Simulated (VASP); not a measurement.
# GaN (I4/mmm) in VASP: a series of runs

GaN is run at these levels: PBE; tasks: single point.

Program: VASP 6.6.1. These are calculated values, not measurements. Logs are shortened: lines on timing, memory, paths and dates and some standing lists are left out, and cuts for length are marked.

## 1. The cell of the first run

Symmetry: I4/mmm, No. 139, tetragonal system. The conventional cell has a = 3.110 Å, b = 3.110 Å, c = 4.142 Å, α = 90.00°, β = 90.00°, γ = 90.00°. Ga (site symmetry 4/mmm) has 6 N at 2.07 to 2.20 Å within 2.7 Å. N (site symmetry 4/mmm) has 6 Ga at 2.07 to 2.20 Å within 2.7 Å.

## 2. Single point, PBE (strain +0.030 along x and y, -0.030 along z)

The input, INCAR:

```
SYSTEM = GaN
  PREC = Accurate
  ENCUT = 520
  EDIFF = 1E-7
  ISMEAR = 0
  SIGMA = 0.05
  LREAL = .False.
  LASPH = .True.
  NELM = 100
  ALGO = Normal
  ISIF = 2
  LWAVE = .False.
  LCHARG = .True.
  GGA = PE
  LELF = .True.
  LVHAR = .True.
  NBANDS = 16
```

The input, KPOINTS:

```
Automatic mesh
0
Gamma
  14 14 14
  0 0 0
```

The input, POSCAR:

```
GaN
1.0
    0.0000000000      2.1992920500      2.0711779500
    2.1992920500      0.0000000000      2.0711779500
    2.1992920500      2.1992920500      0.0000000000
Ga N
1 1
Direct
    0.0000000000      0.0000000000      0.0000000000
    0.5000000000      0.5000000000      0.5000000000
```

Potentials or basis: VASP PAW PBE potentials, release 64 (Ga_d, N).

On the command line:

```console
cat potpaw_PBE.64/Ga_d/POTCAR potpaw_PBE.64/N/POTCAR > POTCAR
mpirun -np 1 vasp_std > vasp.out
```

OUTCAR:

```text
SYSTEM = GaN
   PREC = Accurate
   ENCUT = 520
   EDIFF = 1E-7
   ISMEAR = 0
   LREAL = .False.
   LASPH = .True.
   NELM = 100
   ISIF = 2
   GGA = PE

 ion  position               nearest neighbor table
   1  0.000  0.000  0.000-   2 2.07   2 2.07   2 2.20   2 2.20   2 2.20   2 2.20
   2  0.500  0.500  0.500-   1 2.07   1 2.07   1 2.20   1 2.20   1 2.20   1 2.20

  LATTYP: Found a body centered tetragonal cell.
 ALAT       =     3.1102686447
 C/A-ratio  =     1.3318321898

  Lattice vectors:

 A1 = (   0.0000000000,  -2.1992920500,  -2.0711779500)
 A2 = (   0.0000000000,   2.1992920500,  -2.0711779500)
 A3 = (   2.1992920500,   0.0000000000,   2.0711779500)

Analysis of symmetry for initial positions (statically):
=====================================================================
 Subroutine PRICEL returns:
 Original cell was already a primitive cell.

 Routine SETGRP: Setting up the symmetry group for a
 body centered tetragonal supercell.

 Subroutine GETGRP returns: Found 16 space group operations
 (whereof 16 operations were pure point group operations)
 out of a pool of 16 trial point group operations.

The static configuration has the point symmetry D_4h.

Analysis of symmetry for dynamics (positions and initial velocities):
=====================================================================
 Subroutine PRICEL returns:
 Original cell was already a primitive cell.

 Routine SETGRP: Setting up the symmetry group for a
 body centered tetragonal supercell.

 Subroutine GETGRP returns: Found 16 space group operations
 (whereof 16 operations were pure point group operations)
 out of a pool of 16 trial point group operations.

The dynamic configuration has the point symmetry D_4h.

 Subroutine INISYM returns: Found 16 space group operations
 (whereof 16 operations are pure point group operations),
 and found     1 'primitive' translations

----------------------------------------------------------------------------------------

                                     Primitive cell

  volume of cell :      20.0361

  direct lattice vectors                    reciprocal lattice vectors
     0.000000000  2.199292050  2.071177950    -0.227345886  0.227345886  0.241408518
     2.199292050  0.000000000  2.071177950     0.227345886 -0.227345886  0.241408518
     2.199292050  2.199292050  0.000000000     0.227345886  0.227345886 -0.241408518

  length of vectors
     3.021036845  3.021036845  3.110268645     0.402057678  0.402057678  0.402057678

  position of ions in fractional coordinates (direct lattice)
     0.000000000  0.000000000  0.000000000
     0.500000000  0.500000000  0.500000000

  ion indices of the primitive-cell ions
   primitive index   ion index
                 1           1
                 2           2

----------------------------------------------------------------------------------------

 KPOINTS: Automatic mesh

Automatic generation of k-mesh.
 Grid dimensions read from file:
 generate k-points for:   14   14   14

 Generating k-lattice:

  Cartesian coordinates                     Fractional coordinates (reciprocal lattice)
    -0.016238992  0.016238992  0.017243466     0.071428571  0.000000000  0.000000000
     0.016238992 -0.016238992  0.017243466     0.000000000  0.071428571  0.000000000
     0.016238992  0.016238992 -0.017243466     0.000000000  0.000000000  0.071428571

  Length of vectors
     0.028718406  0.028718406  0.028718406

  Shift w.r.t. Gamma in fractional coordinates (k-lattice)
     0.000000000  0.000000000  0.000000000

 Subroutine IBZKPT returns following result:
 ===========================================

 Found    244 irreducible k-points:

 Following reciprocal coordinates:
            Coordinates               Weight
  0.000000  0.000000  0.000000      1.000000
  0.071429  0.000000  0.000000      8.000000
  0.142857  0.000000  0.000000      8.000000
  0.214286  0.000000  0.000000      8.000000
  0.285714 -0.000000  0.000000      8.000000
  0.357143 -0.000000  0.000000      8.000000
[... 16 lines left out ...]
  0.214286  0.142857  0.000000      8.000000
  0.285714  0.142857  0.000000      8.000000
 [... further k-points ...]
   k-points           NKPTS =    244   k-points in BZ     NKDIM =    244   number of bands    NBANDS=     16
   number of dos      NEDOS =    301   number of ions     NIONS =      2
   total plane-waves  NPLWV =  13824
   dimension x,y,z NGX =    24 NGY =   24 NGZ =   24
   dimension x,y,z NGXF=    48 NGYF=   48 NGZF=   48
   ions per type =               1   1
   NGX,Y,Z   is equivalent  to a cutoff of  13.21, 13.21, 12.83 a.u.
   NGXF,Y,Z  is equivalent  to a cutoff of  26.41, 26.41, 25.66 a.u.
 SYSTEM =  GaN
   PREC   = accura    normal or accurate (medium, high low for compatibility)
   ISTART =      0    job   : 0-new  1-cont  2-samecut
   ICHARG =      2    charge: 1-file 2-atom 10-const
   ISPIN  =      1    spin polarized calculation?
   LNONCOLLINEAR =      F non collinear calculations
   LSORBIT =      F    spin-orbit coupling
   LASPH  =      T    aspherical Exc in radial PAW
   ENCUT  =  520.0 eV  38.22 Ry    6.18 a.u.   5.62  5.62  5.78*2*pi/ulx,y,z
   NELM   =    100;   NELMIN=  2; NELMDL= -5     # of ELM steps
   EDIFF  = 0.1E-06   stopping-criterion for ELM
   LREAL  =      F    real-space projection
   EDIFFG = 0.1E-05   stopping-criterion for IOM
   NSW    =      0    number of steps for IOM
   IBRION =     -1    ionic relax: 0-MD 1-quasi-New 2-CG
   NFREE  =      0    steps in history (QN), initial steepest desc. (CG)
   ISIF   =      2    stress and relaxation
   ISYM   =      2    0-nonsym 1-usesym 2-fastsym
   POTIM  = 0.5000    time-step for ionic-motion
   TEBEG  =    0.0;   TEEND  =   0.0 temperature during run
   PSTRESS=    0.0 pullay stress
   NELECT =      18.0000    total number of electrons
   NUPDOWN=      -1.0000    fix difference up-down
   EMIN   =  10.00;   EMAX   =-10.00  energy-range for DOS
   EFERMI =   0.00;   METHOD = LEGACY
   ISMEAR =     0;   SIGMA  =   0.05  broadening in eV -4-tet -1-fermi 0-gaus
   EFERMI_NEDOS =   21; number of points for ismear=-14 and -15
   IALGO  =     38    algorithm
   IMIX   =      4    mixing-type and parameters
     AMIX     =   0.40;   BMIX     =  1.00
     AMIX_MAG =   1.60;   BMIX_MAG =  1.00
  volume/ion in A,a.u.               =      10.02        67.61
  Fermi-wavevector in a.u.,A,eV,Ry     =   1.579651  2.985108 33.950598  2.495299
  Thomas-Fermi vector in A             =   2.679998
   LORBIT       =      0    0 simple, 1 ext, 2 COOP (PROOUT), +10 PAW based schemes
   GGA     = PE    functional components
   LHFCALC =     F    Hartree Fock is set to
   AEXX    =    0.0000 exact exchange contribution
   IVDW    =     0    specifies the selected vdW correction
   LEPSILON=     F    determine dielectric tensor
   LRPA    =     F    only Hartree local field effects (RPA)
 non-spin polarized calculation
 Gauss-broadening in eV      SIGMA  =   0.05
  energy-cutoff  :      520.00
  volume of cell :       20.04
 maximum number of plane-waves:       556
   NGX = 11   NGY = 11   NGZ = 11

 number of electron      17.9999992 magnetization

 Free energy of the ion-electron system (eV)
  ---------------------------------------------------
  ext. energy  EPLUGINS =         0.00000000
  ---------------------------------------------------
  free energy    TOTEN  =       -11.17833108 eV

  energy without entropy =      -11.17827811  energy(sigma->0) =      -11.17830460

 E-fermi :   7.2303     XC(G=0): -12.7386

 val. band max:        7.1751064092   @ k =  -0.2143   0.0000   0.1429
 cond. band min:       7.6087355772   @ k =   0.4286   0.4286   0.0000
 fundamental gap:      0.4336291680
 Fermi energy:         7.2303397089

 k-point     1 :       0.0000    0.0000    0.0000
  band No.  band energies     occupation
      1      -9.5864      2.00000
      2      -6.8523      2.00000
      3      -6.8523      2.00000
      4      -6.8350      2.00000
      5      -6.8063      2.00000
      6      -6.7162      2.00000
[... 8 lines left out ...]
     15      21.9073      0.00000
     16      23.0887      0.00000

 k-point     2 :       0.0714    0.0000    0.0000
  band No.  band energies     occupation
      1      -9.4930      2.00000
      2      -6.8524      2.00000
      3      -6.8480      2.00000
      4      -6.8327      2.00000
      5      -6.8092      2.00000
      6      -6.7246      2.00000
[... 8 lines left out ...]
     15      22.1279      0.00000
     16      23.5386      0.00000

 k-point     3 :       0.1429    0.0000    0.0000
  band No.  band energies     occupation
      1      -9.2177      2.00000
      2      -6.8585      2.00000
      3      -6.8563      2.00000
      4      -6.8255      2.00000
      5      -6.7969      2.00000
      6      -6.7430      2.00000
[... 8 lines left out ...]
     15      22.8867      0.00000
     16      23.4917      0.00000

 k-point     4 :       0.2143    0.0000    0.0000
  band No.  band energies     occupation
      1      -8.7778      2.00000
      2      -6.8870      2.00000
      3      -6.8728      2.00000
      4      -6.8314      2.00000
      5      -6.7600      2.00000
      6      -6.7464      2.00000
[... 8 lines left out ...]
     15      23.9143      0.00000
     16      24.1403      0.00000

 k-point     5 :       0.2857   -0.0000    0.0000
  band No.  band energies     occupation
      1      -8.2106      2.00000
      2      -6.9242      2.00000
      3      -6.8988      2.00000
      4      -6.8494      2.00000
      5      -6.7252      2.00000
      6      -6.7153      2.00000
[... 8 lines left out ...]
     15      25.2348      0.00000
     16      25.2714      0.00000

 k-point     6 :       0.3571   -0.0000    0.0000
  band No.  band energies     occupation
      1      -7.5944      2.00000
      2      -6.9582      2.00000
      3      -6.9327      2.00000
      4      -6.8518      2.00000
      5      -6.6991      2.00000
      6      -6.6741      2.00000
[... 8 lines left out ...]
     15      26.7252      0.00000
     16      26.7945      0.00000

 k-point     7 :       0.4286    0.0000    0.0000
  band No.  band energies     occupation
      1      -7.1152      2.00000
      2      -6.9818      2.00000
      3      -6.9589      2.00000
      4      -6.7960      2.00000
      5      -6.6798      2.00000
      6      -6.6453      2.00000
[... 8 lines left out ...]
     15      28.3790      0.00000
     16      28.4324      0.00000

 k-point     8 :       0.5000    0.0000    0.0000
  band No.  band energies     occupation
      1      -6.9994      2.00000
      2      -6.9902      2.00000
      3      -6.9666      2.00000
      4      -6.6856      2.00000
      5      -6.6748      2.00000
      6      -6.6349      2.00000
[... 8 lines left out ...]
     15      29.4082      0.00000
     16      29.6288      0.00000

 k-point     9 :       0.0714    0.0714    0.0000
  band No.  band energies     occupation
      1      -9.4416      2.00000
      2      -6.8434      2.00000
      3      -6.8431      2.00000
      4      -6.8431      2.00000
      5      -6.8004      2.00000
      6      -6.7529      2.00000
[... 8 lines left out ...]
     15      23.3252      0.00000
     16      23.3252      0.00000
[... 172 lines left out ...]
 k-point    19 :      -0.2143    0.0714    0.0000
  band No.  band energies     occupation
      1      -8.6152      2.00000
      2      -6.8987      2.00000
      3      -6.8805      2.00000
      4      -6.8271      2.00000
      5      -6.7671      2.00000
      6      -6.6495      2.00000
[... 8 lines left out ...]
     15      23.5381      0.00000
     16      25.6172      0.00000

 k-point    20 :      -0.1429    0.0714    0.0000
  band No.  band energies     occupation
      1      -9.0601      2.00000
      2      -6.8630      2.00000
      3      -6.8616      2.00000
      4      -6.8262      2.00000
      5      -6.8083      2.00000
      6      -6.6858      2.00000
[... 8 lines left out ...]
     15      23.7714      0.00000
     16      24.6822      0.00000

 k-point    21 :      -0.0714    0.0714    0.0000
  band No.  band energies     occupation
      1      -9.3621      2.00000
      2      -6.8572      2.00000
      3      -6.8380      2.00000
      4      -6.8287      2.00000
      5      -6.8257      2.00000
      6      -6.7063      2.00000
[... 8 lines left out ...]
     15      23.5883      0.00000
     16      23.9403      0.00000

 k-point    22 :       0.1429    0.1429    0.0000
  band No.  band energies     occupation
      1      -9.0333      2.00000
      2      -6.8672      2.00000
      3      -6.8325      2.00000
      4      -6.8155      2.00000
      5      -6.8155      2.00000
      6      -6.7838      2.00000
[... 8 lines left out ...]
     15      25.7416      0.00000
     16      25.7416      0.00000

 k-point    23 :       0.2143    0.1429    0.0000
  band No.  band energies     occupation
      1      -8.7065      2.00000
      2      -6.8831      2.00000
      3      -6.8628      2.00000
      4      -6.8188      2.00000
      5      -6.7854      2.00000
      6      -6.7534      2.00000
[... 8 lines left out ...]
     15      26.4100      0.00000
     16      26.5468      0.00000

 k-point    24 :       0.2857    0.1429    0.0000
  band No.  band energies     occupation
      1      -8.2798      2.00000
      2      -6.9015      2.00000
      3      -6.8641      2.00000
      4      -6.8447      2.00000
      5      -6.7211      2.00000
      6      -6.7075      2.00000
[... 8 lines left out ...]
     15      26.6642      0.00000
     16      27.2959      0.00000

 [... further k-points ...]
[... 5 lines left out ...]
  --------------------------------------------------------------------------------------
  -------------------------------------------------------------------------------------
  Total       -0.8566796     -0.8566796      0.1786125      0.0000000      0.0000000     -0.0000000
  in kB      -68.5039766    -68.5039766     14.2826677      0.0000000      0.0000000     -0.0000000
  external PRESSURE =     -40.9084285 kB  Pullay stress =       0.0000000 kB

 VOLUME and BASIS-vectors are now :
 -----------------------------------------------------------------------------
  energy-cutoff  :      520.00
  volume of cell :       20.04
      direct lattice vectors                 reciprocal lattice vectors
     0.000000000  2.199292050  2.071177950    -0.227345886  0.227345886  0.241408518
     2.199292050  0.000000000  2.071177950     0.227345886 -0.227345886  0.241408518
     2.199292050  2.199292050  0.000000000     0.227345886  0.227345886 -0.241408518

 POSITION                                       TOTAL-FORCE (eV/Angst)
 -----------------------------------------------------------------------------------
      0.00000      0.00000      0.00000         0.000000      0.000000      0.000000
      2.19929      2.19929      2.07118         0.000000      0.000000      0.000000
 -----------------------------------------------------------------------------------
    total drift:                                0.000000     -0.000000     -0.000000

  FREE ENERGIE OF THE ION-ELECTRON SYSTEM (eV)
  ---------------------------------------------------
  free  energy   TOTEN  =       -11.1783310784 eV

  energy  without entropy=      -11.1782781129  energy(sigma->0) =      -11.17830460
```

Run time: 51 s. Hardware: 1 thread of Intel Xeon Platinum 8488C (Sapphire Rapids), shared host; peak memory 0.19 GiB.

Results:

* Free energy: -11.1783 eV
* Pressure: -4.1 GPa
* Band gap on the k mesh: zero (band 9 reaches 7.18 eV, above the bottom of band 10 at 7.11 eV)

Levels at points of the mesh, in eV from the Fermi level:
| k point | band 6 | band 7 | band 8 | band 9 | band 10 | band 11 | band 12 | band 13 |
| --- | --- | --- | --- | --- | --- | --- | --- | --- |
| (0.00, 0.00, 0.00) | -13.95 | -0.91 | -0.33 | -0.33 | 1.55 | 14.17 | 14.17 | 14.21 |
| (0.50, 0.00, 0.00) | -13.87 | -8.01 | -0.36 | -0.13 | 4.31 | 8.15 | 8.63 | 9.43 |
| (0.50, 0.50, 0.00) | -10.81 | -6.65 | -3.11 | -3.11 | -0.12 | 7.27 | 11.78 | 13.30 |
| (0.50, 0.00, 0.50) | -11.34 | -6.78 | -3.19 | -2.36 | 0.40 | 7.97 | 11.02 | 13.03 |

Caveat: the cell differs from its parent crystal (strain +0.030 along x and y, -0.030 along z).

[end of part 1 of 2]
